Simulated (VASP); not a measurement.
Set up this calculation in VASP 6.6.1, as the native input.

* Task: relaxation of cell and atoms
* Functional: PBE
* Potentials or basis: VASP PAW PBE potentials, release 64 (Lu)
* Cutoff: 600 eV
* k mesh: 13 × 13 × 12
* Occupations: fermi-dirac, width 0.08 eV
* Spin: no spin polarisation
* Target pressure: -0.54 GPa
* Dipole correction: no
* Further INCAR settings: ALGO = Normal; EDIFF = 1e-06; IBRION = 2; EDIFFG = -0.005; NSW = 32; ISIF = 3

The structure of Lu lies in POSCAR:

```
Lu
1.0
    3.3234555517      0.0000000000      0.0000000000
   -1.6617277759      2.8781969361      0.0000000000
    0.0000000000      0.0000000000      3.2946707967
Lu
1
Direct
    0.0000000000      0.0000000000      0.0000000000
```

This isn't the form of Lu at room conditions, which is hcp.

The input as run:

INCAR

```
ALGO = Normal
EDIFF = 1E-6
EDIFFG = -0.005
ENCUT = 600
GGA = PE
IBRION = 2
ISIF = 3
ISMEAR = -1
LASPH = True
LCHARG = False
LREAL = False
LWAVE = False
NELM = 80
NSW = 32
PREC = Accurate
PSTRESS = -5.4
SIGMA = 0.08
```

KPOINTS

```
k-points
0
Gamma
  13 13 12
```

Potentials or basis: VASP PAW PBE potentials, release 64 (Lu).

Command:

```bash
$ cat potpaw_PBE.64/Lu/POTCAR > POTCAR
$ mpirun -np 1 vasp_std > vasp.out
```

Results of the run:

```json
{
 "Relaxed volume": "31.66 Å³/atom",
 "Relaxed cell": "a = 3.328 Å, b = 3.328 Å, c = 3.300 Å, α = 90.00°, β = 90.00°, γ = 120.00°",
 "Space group after relaxing (to 0.1 Å)": "P6/mmm (No. 191)",
 "Energy change on relaxing (the run minimises the enthalpy)": "+0.4 meV/atom",
 "Ionic steps": "19",
 "Pressure after relaxing": "-0.6 GPa",
 "Band gap on the k mesh": "zero (an odd number of electrons rules out a gap without spin polarisation)"
}
```

Caveat: the cell is relaxed towards a set pressure, so the run minimises the enthalpy, not the energy; spin-orbit coupling is left out, which moves the levels of the heavy elements.

It took 9.8 min on 1 thread of Intel(R) Xeon(R) Platinum 8488C (Sapphire Rapids) (shared host), peak memory 0.26 GiB.
